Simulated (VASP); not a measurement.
# MgS (P-6m2) in VASP: further runs

The runs below take MgS through single point, with PBEsol-based screened hybrid with 25 % exact exchange, PBE0, HSE06.

Program: VASP 6.6.1. These are calculated values, not measurements. Logs are shortened: lines on timing, memory, paths and dates and some standing lists are left out, and cuts for length are marked.

### 1 The cell of the first run

The structure is hexagonal, space group P-6m2 (No. 187). Conventional cell: a = 3.565 Å, b = 3.565 Å, c = 3.278 Å, α = 90.00°, β = 90.00°, γ = 120.00°. Within 3.6 Å of Mg (site symmetry -6m2) lie 6 S at 2.63 Å and 8 Mg at 3.28 to 3.56 Å. S (site symmetry -6m2) has 6 Mg at 2.63 Å and 8 S at 3.28 to 3.56 Å within 3.6 Å.

### 2 Single point, PBEsol-based screened hybrid with 25 % exact exchange

Contents of POSCAR:

```
MgS
1.0
    3.5649435284     -0.0000028500      0.0000000000
   -1.7824692960      3.0873330837      0.0000000000
    0.0000000000      0.0000000000      3.2780417768
Mg S
1 1
Direct
    0.0000000000      0.0000000000      0.5000000000
    0.6666666667      0.3333333333      0.0000000000
```

Contents of INCAR.step1:

```
SYSTEM = MgS
ALGO = Normal ; EDIFF = 1E-5
ENCUT = 520 ; GGA = PE
ISIF = 2 ; ISMEAR = -1
LASPH = .True. ; LCHARG = .False.
LREAL = .False. ; LWAVE = .True.
NBANDS = 11 ; NELM = 60
PREC = Accurate ; SIGMA = 0.05
```

Contents of INCAR.step2:

```
SYSTEM = MgS
AEXX = 0.25 ; ALGO = Normal
EDIFF = 1E-6 ; ENCUT = 520
GGA = PS ; HFSCREEN = 0.207
ISIF = 2 ; ISMEAR = -1
ISTART = 1 ; LASPH = .True.
LCHARG = .False. ; LHFCALC = .True.
LREAL = .False. ; LWAVE = .False.
NBANDS = 11 ; NELM = 60
PREC = Accurate ; PRECFOCK = Normal
SIGMA = 0.05
```

Contents of KPOINTS:

```
k-points
0
Gamma
  5 5 4
  0 0 0
```

Potentials or basis: VASP PAW PBE potentials, release 64 (Mg, S).

The run is started by

```console
> cat potpaw_PBE.64/Mg/POTCAR potpaw_PBE.64/S/POTCAR > POTCAR
> cp INCAR.step1 INCAR
> mpirun -np 1 vasp_std > vasp.out
> cp INCAR.step2 INCAR
> mpirun -np 1 vasp_std > vasp.out
```

OUTCAR:

```text
SYSTEM = MgS
   AEXX = 0.25
   EDIFF = 1E-6
   ENCUT = 520
   GGA = PS
   HFSCREEN = 0.207
   ISIF = 2
   ISMEAR = -1
   ISTART = 1
   LASPH = .True.
   LHFCALC = .True.
   LREAL = .False.
   NELM = 60
   PREC = Accurate
   PRECFOCK = Normal

 ion  position               nearest neighbor table
   1  0.000  0.000  0.500-   2 2.63   2 2.63   2 2.63   2 2.63   2 2.63   2 2.63
   2  0.667  0.333  0.000-   1 2.63   1 2.63   1 2.63   1 2.63   1 2.63   1 2.63

  LATTYP: Found a hexagonal cell.
 ALAT       =     3.5649435284
 C/A-ratio  =     0.9195213755

  Lattice vectors:

 A1 = (   3.5649435284,  -0.0000028500,   0.0000000000)
 A2 = (  -1.7824692960,   3.0873330837,   0.0000000000)
 A3 = (   0.0000000000,   0.0000000000,   3.2780417768)

Analysis of symmetry for initial positions (statically):
=====================================================================
 Subroutine PRICEL returns:
 Original cell was already a primitive cell.

 Routine SETGRP: Setting up the symmetry group for a
 hexagonal supercell.

 Subroutine GETGRP returns: Found 12 space group operations
 (whereof 12 operations were pure point group operations)
 out of a pool of 24 trial point group operations.

The static configuration has the point symmetry D_3h.

Analysis of symmetry for dynamics (positions and initial velocities):
=====================================================================
 Subroutine PRICEL returns:
 Original cell was already a primitive cell.

 Routine SETGRP: Setting up the symmetry group for a
 hexagonal supercell.

 Subroutine GETGRP returns: Found 12 space group operations
 (whereof 12 operations were pure point group operations)
 out of a pool of 24 trial point group operations.

The dynamic configuration has the point symmetry D_3h.

 Subroutine INISYM returns: Found 12 space group operations
 (whereof 12 operations are pure point group operations),
 and found     1 'primitive' translations

----------------------------------------------------------------------------------------

                                     Primitive cell

  volume of cell :      36.0787

  direct lattice vectors                    reciprocal lattice vectors
     3.564943528 -0.000002850  0.000000000     0.280509482  0.161951926  0.000000000
    -1.782469296  3.087333084  0.000000000     0.000000259  0.323904300  0.000000000
[... 88 lines left out ...]
   EMIN   =  10.00;   EMAX   =-10.00  energy-range for DOS
   EFERMI =   0.00;   METHOD = LEGACY
   ISMEAR =    -1;   SIGMA  =   0.05  broadening in eV -4-tet -1-fermi 0-gaus
   EFERMI_NEDOS =   21; number of points for ismear=-14 and -15
   IALGO  =     38    algorithm
   IMIX   =      1    mixing-type and parameters
     AMIX     =   0.40;   BMIX     =  1.00
     AMIX_MAG =   1.60;   BMIX_MAG =  1.00
  volume/ion in A,a.u.               =      18.04       121.74
  Fermi-wavevector in a.u.,A,eV,Ry     =   0.990881  1.872493 13.358805  0.981844
  Thomas-Fermi vector in A             =   2.122582
   LORBIT       =      0    0 simple, 1 ext, 2 COOP (PROOUT), +10 PAW based schemes
   GGA     = PS    functional components
   LHFCALC =     T    Hartree Fock is set to
   PRECFOCK=normal    Normal, Fast or Accurate (Low or Medium for compatibility)
   ENCUT4O =  -1.0   cutoff for four orbital integrals eV
   NKREDX  =     1    reduce k-point grid by
   NKREDY  =     1    reduce k-point grid by
   NKREDZ  =     1    reduce k-point grid by
   AEXX    =    0.2500 exact exchange contribution
   HFSCREEN=    0.2070 screening length (either q_TF or 0.3 A-1)
   HFSCREENC=   0.2070 screening length for correlation (either q_TF or 0.3 A-1)
   ENCUTFOCK=  -1.0 apply spherical cutoff to Coloumb kernel
   IVDW    =     0    specifies the selected vdW correction
   LEPSILON=     F    determine dielectric tensor
   LRPA    =     F    only Hartree local field effects (RPA)
 non-spin polarized calculation
  energy-cutoff  :      520.00
  volume of cell :       36.08
 maximum number of plane-waves:       982
 NGX is ok and might be reduce to    28
  NGX = 20; NGY = 20; NGZ = 20

 number of electron       7.9999998 magnetization

 Free energy of the ion-electron system (eV)
  ---------------------------------------------------
  ext. energy  EPLUGINS =         0.00000000
  ---------------------------------------------------
  free energy    TOTEN  =        -9.70794532 eV

  energy without entropy =       -9.70794532  energy(sigma->0) =       -9.70794532

 E-fermi :   4.7507     XC(G=0):  -8.0277

 val. band max:        3.6041452237   @ k =   0.0000   0.0000   0.5000
 cond. band min:       5.9533296360   @ k =   0.4000   0.0000   0.5000
 fundamental gap:      2.3491844122
 Fermi energy:         4.7507190203

 k-point     1 :       0.0000    0.0000    0.0000
  band No.  band energies     occupation
      1     -10.9459      2.00000
      2       2.7332      2.00000
      3       2.7848      2.00000
      4       2.7848      2.00000
      5       6.7567      0.00000
      6       9.8838      0.00000
      7      11.8227      0.00000
      8      11.8227      0.00000
      9      16.0185      0.00000
     10      19.1955      0.00000
     11      19.1961      0.00000
[... 183 lines left out ...]
 k-point    15 :       0.4000    0.2000    0.5000
  band No.  band energies     occupation
      1      -8.5397      2.00000
      2      -0.9622      2.00000
      3      -0.3402      2.00000
      4       1.3828      2.00000
      5       5.9538      0.00000
      6       8.3188      0.00000
      7      12.2703      0.00000
      8      16.2817      0.00000
      9      16.3490      0.00000
     10      19.9488      0.00000
     11      20.2984      0.00000

------------------------ aborting loop because EDIFF is reached ----------------------------------------

  FORCE on cell =-STRESS in cart. coord.  units (eV):
  Direction    XX          YY          ZZ          XY          YZ          ZX
  --------------------------------------------------------------------------------------
  -------------------------------------------------------------------------------------
  Total       -0.0588806     -0.0588806     -0.0774207     -0.0000000     -0.0000000     -0.0000000
  in kB       -2.6147650     -2.6147650     -3.4380905     -0.0000000     -0.0000000     -0.0000000
  external PRESSURE =      -2.8892068 kB  Pullay stress =       0.0000000 kB

 VOLUME and BASIS-vectors are now :
 -----------------------------------------------------------------------------
  energy-cutoff  :      520.00
  volume of cell :       36.08
      direct lattice vectors                 reciprocal lattice vectors
     3.564943528 -0.000002850  0.000000000     0.280509482  0.161951926  0.000000000
    -1.782469296  3.087333084  0.000000000     0.000000259  0.323904300  0.000000000
     0.000000000  0.000000000  3.278041777     0.000000000  0.000000000  0.305060176

 POSITION                                       TOTAL-FORCE (eV/Angst)
 -----------------------------------------------------------------------------------
      0.00000      0.00000      1.63902         0.000000     -0.000000      0.000000
      1.78247      1.02911      0.00000        -0.000000      0.000000      0.000000
 -----------------------------------------------------------------------------------
    total drift:                               -0.000000      0.000000     -0.000000

  FREE ENERGIE OF THE ION-ELECTRON SYSTEM (eV)
  ---------------------------------------------------
  free  energy   TOTEN  =        -9.7079453171 eV

  energy  without entropy=       -9.7079453170  energy(sigma->0) =       -9.70794532
```

It took 97 s on 1 thread of Intel Xeon 6975P-C (Granite Rapids), shared host; peak memory 0.26 GiB.

Results:

```yaml
Free_energy: -9.7079 eV
Pressure: -0.3 GPa
Band_gap_on_the_k_mesh: 2.35 eV (least direct gap 3.29 eV)
```

Levels at points of the mesh, in eV from the valence-band top:
```
           k point  band 1  band 2  band 3  band 4  band 5  band 6  band 7  band 8  band 9
(0.00, 0.00, 0.00)  -14.55   -0.87   -0.82   -0.82    3.15    6.28    8.22    8.22   12.41
(0.00, 0.00, 0.50)  -13.29   -6.43    0.00    0.00    6.62    8.35    9.55    9.55   10.22
```

Caveat: the k points lie up to 0.48 Å⁻¹ apart; the PAW data sets were made with another functional, which shifts forces and pressure a little; an odd mesh through Γ misses points on the zone boundary, where band edges can lie.

### 3 Single point, PBE0

This run uses another cell than the first one, of 18.34 Å³/atom.

Contents of POSCAR:

```
MgS
1.0
    3.5871842968     -0.0000028678      0.0000000000
   -1.7935896648      3.1065941630      0.0000000000
    0.0000000000      0.0000000000      3.2923175505
Mg S
1 1
Direct
    0.0000000000      0.0000000000      0.5000000000
    0.6666666667      0.3333333333      0.0000000000
```

Contents of INCAR.step1:

```
SYSTEM = MgS
PREC = Accurate
ENCUT = 520
EDIFF = 1E-5
ISMEAR = -1
SIGMA = 0.05
LREAL = .FALSE.
LASPH = .TRUE.
NELM = 80
ALGO = Normal
ISIF = 2
LWAVE = .TRUE.
LCHARG = .FALSE.
NBANDS = 11
GGA = PE
```

Contents of INCAR.step2:

```
SYSTEM = MgS
PREC = Accurate
ENCUT = 520
EDIFF = 1E-6
ISMEAR = -1
SIGMA = 0.05
LREAL = .FALSE.
LASPH = .TRUE.
NELM = 80
ALGO = Normal
ISIF = 2
LWAVE = .FALSE.
LCHARG = .FALSE.
GGA = PE
LHFCALC = .TRUE.
AEXX = 0.25
PRECFOCK = Normal
NBANDS = 11
ISTART = 1
```

Contents of KPOINTS:

```
Automatic mesh
0
G
  5 5 4
  0 0 0
```

Potentials or basis: VASP PAW PBE potentials, release 64 (Mg, S).

The run is started by

```console
> cat potpaw_PBE.64/Mg/POTCAR potpaw_PBE.64/S/POTCAR > POTCAR
> cp INCAR.step1 INCAR
> mpirun -np 1 vasp_std > vasp.out
> cp INCAR.step2 INCAR
> mpirun -np 1 vasp_std > vasp.out
```

Wall time 1.7 min (1 thread of Intel Xeon 6975P-C (Granite Rapids), shared host); peak memory 0.16 GiB.

It converged, with:

```
Free energy            : -9.8825 eV
Pressure               : -0.4 GPa
Band gap on the k mesh : 3.19 eV (least direct gap 4.11 eV)
```

Levels at points of the mesh, in eV from the valence-band top:
```
           k point  band 1  band 2  band 3  band 4  band 5  band 6  band 7  band 8
(0.00, 0.00, 0.00)  -14.47   -0.84   -0.80   -0.80    3.87    7.16    9.01    9.01
(0.00, 0.00, 0.50)  -13.24   -6.32    0.00    0.00    7.36    9.08   10.34   10.34
```

Caveat: the k points lie up to 0.48 Å⁻¹ apart; the PAW data sets were made with another functional, which shifts forces and pressure a little; an odd mesh through Γ misses points on the zone boundary, where band edges can lie.

### 4 Single point, HSE06

This run uses another cell than the first one, of 18.34 Å³/atom.

Contents of POSCAR:

```
MgS
1.0
    3.5871647875     -0.0000028678      0.0000000000
   -1.7935799102      3.1065772674      0.0000000000
    0.0000000000      0.0000000000      3.2918434906
Mg S
1 1
Direct
    0.0000000000      0.0000000000      0.5000000000
    0.6666666667      0.3333333333      0.0000000000
```

Contents of INCAR.step1:

```
ALGO     = Normal         # electronic algorithm
EDIFF    = 1E-5           # SCF threshold, eV
ENCUT    = 520            # plane-wave cutoff, eV
GGA      = PE             # functional
ISIF     = 2              # what is computed and relaxed
ISMEAR   = -1             # smearing method
LASPH    = T              # aspherical terms in the spheres
LCHARG   = F              # write CHGCAR
LREAL    = F              # projectors in reciprocal space
LWAVE    = T              # write WAVECAR
NBANDS   = 11             # bands
NELM     = 80             # most SCF steps
PREC     = Accurate       # precision mode
SIGMA    = 0.05           # smearing width, eV
```

Contents of INCAR.step2:

```
ALGO     = Normal         # electronic algorithm
EDIFF    = 1E-6           # SCF threshold, eV
ENCUT    = 520            # plane-wave cutoff, eV
GGA      = PE             # functional
HFSCREEN = 0.2079         # screening, 1/A
ISIF     = 2              # what is computed and relaxed
ISMEAR   = -1             # smearing method
ISTART   = 1            
LASPH    = T              # aspherical terms in the spheres
LCHARG   = F              # write CHGCAR
LHFCALC  = T              # exact exchange
LREAL    = F              # projectors in reciprocal space
LWAVE    = F              # write WAVECAR
NBANDS   = 11             # bands
NELM     = 80             # most SCF steps
PREC     = Accurate       # precision mode
PRECFOCK = Normal       
SIGMA    = 0.05           # smearing width, eV
```

Contents of KPOINTS:

```
k-points
0
Gamma
  5 5 4
```

The run is started by

```console
> cat potpaw_PBE.64/Mg/POTCAR potpaw_PBE.64/S/POTCAR > POTCAR
> cp INCAR.step1 INCAR
> mpirun -np 1 vasp_std > vasp.out
> cp INCAR.step2 INCAR
> mpirun -np 1 vasp_std > vasp.out
```

Run time: 1.9 min. Hardware: 1 thread of Intel Xeon 6975P-C (Granite Rapids), shared host; peak memory 0.26 GiB.

The run converged. Its results:

- Free energy: -9.3096 eV
- Pressure: -0.3 GPa
- Band gap on the k mesh: 2.44 eV (least direct gap 3.36 eV)

Stress tensor (GPa, compression positive):
```
-0.28  0.00  0.00
 0.00 -0.28  0.00
 0.00  0.00 -0.37
```

Levels at points of the mesh, in eV from the valence-band top:
```
           k point  band 2  band 3  band 4  band 5  band 6  band 7
(0.00, 0.00, 0.00)   -0.83   -0.82   -0.82    3.13    6.39    8.24
(0.00, 0.00, 0.50)   -6.28   -0.01   -0.01    6.61    8.31    9.54
```

Caveat: the k points lie up to 0.48 Å⁻¹ apart; the PAW data sets were made with another functional, which shifts forces and pressure a little; an odd mesh through Γ misses points on the zone boundary, where band edges can lie.

### 5 Overview

| level | cell | screening parameter | gap on the mesh (eV) | pressure (GPa) |
| --- | --- | --- | --- | --- |
| PBEsol-based screened hybrid with 25 % exact exchange | a = 3.565, b = 3.565, c = 3.278 Å, angles 90.0, 90.0, 120.0°, 2 atoms | 0.207 1/Å | 2.35 | -0.3 |
| PBE0 | a = 3.587, b = 3.587, c = 3.292 Å, angles 90.0, 90.0, 120.0°, 2 atoms | - | 3.19 | -0.4 |
| HSE06 | a = 3.587, b = 3.587, c = 3.292 Å, angles 90.0, 90.0, 120.0°, 2 atoms | 0.2079 1/Å | 2.44 | -0.3 |

Alike in all rows: task single point; potentials or basis VASP PAW PBE potentials, release 64 (Mg, S); no spin polarisation; k mesh 5 × 5 × 4; cutoff (eV) 520; smearing fermi-dirac 0.05 eV.

Caveats: all runs use coarse meshes; the PAW data sets were made with another functional, which shifts forces and pressure a little; an odd mesh through Γ misses points on the zone boundary, where band edges can lie.

Total energies depend on the potentials used, so only differences within one code and one set of settings carry meaning.
